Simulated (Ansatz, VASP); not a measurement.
**Two plane-wave programs on ZnO**

INCAR

```
PREC = Accurate ; ENCUT = 600
EDIFF = 1E-6 ; ISMEAR = 0
SIGMA = 0.02 ; LREAL = False
LASPH = True ; NELM = 80
ALGO = Normal ; ISIF = 3
LWAVE = False ; LCHARG = False
GGA = PE ; IBRION = 2
NSW = 100 ; EDIFFG = -0.01
```

The input KPOINTS:

```
regular mesh
0
Gamma
  8 8 8
```

File POSCAR:

```
ZnO
1.0
    4.0416598477      0.0000000000      0.0000000000
    0.0000000000      4.0416598477      0.0000000000
    0.0000000000      0.0000000000      3.4539712180
Zn O
1 1
Direct
    0.0000000000      0.0000000000      0.0000000000
    0.0000000000      0.0000000000      0.5000000000
```

Input for Ansatz:

```yaml
crystal:
  lattice:
    - [4.0416598477, 0.0, 0.0]
    - [0.0, 4.0416598477, 0.0]
    - [0.0, 0.0, 3.453971218]
  atoms:
    - { symbol: Zn, position: [0.0, 0.0, 0.0] }
    - { symbol: O, position: [0.0, 0.0, 0.5] }
basis:
  ecutwfc: 420
kpoints:
  mp_grid: { grid: [8, 8, 8] }
hamiltonian:
  xc: pbe
scf:
  occupations: { method: gaussian, width: 0.02 }
output:
  forces: true
  stress: true
  eigenvalues: true
relax:
  adjacent_minimum: "off"
  f_tol: 0.01
  max_steps: 80
  cell: { stress_tol: 0.05 }
```

Alike in both runs: task relaxation of cell and atoms; functional PBE; k mesh 8 × 8 × 8; occupations gaussian, width 0.02 eV; no spin polarisation.

|  | VASP | Ansatz |
| --- | --- | --- |
| version | VASP 6.6.1 | Ansatz 0.2.0 |
| potentials or method | VASP PAW PBE potentials, release 64 (Zn, O), cutoff 600 eV | scalar-relativistic, plane waves, PAW |
| valence electrons in the cell | 18 | 18 |

Ansatz gave:

| Property | Result |
| --- | --- |
| gap on the k mesh at the Fermi level, each at its own relaxed structure (eV) | 1.85 |
| relaxed volume (Å³/atom) | 38.39 |
| relaxed cell length with the largest relative difference (Å) | 4.711 |

Question: Which values does VASP return?

Answer: gap on the k mesh at the Fermi level, each at its own relaxed structure (eV): 1.68; relaxed volume (Å³/atom): 35.29; relaxed cell length with the largest relative difference (Å): 4.508.

One of these differences is far larger than is usual between the two programs; its cause wasn't traced.

Noted on VASP's run: the volume moved by over 15 % at a fixed basis, so the end points are rough.
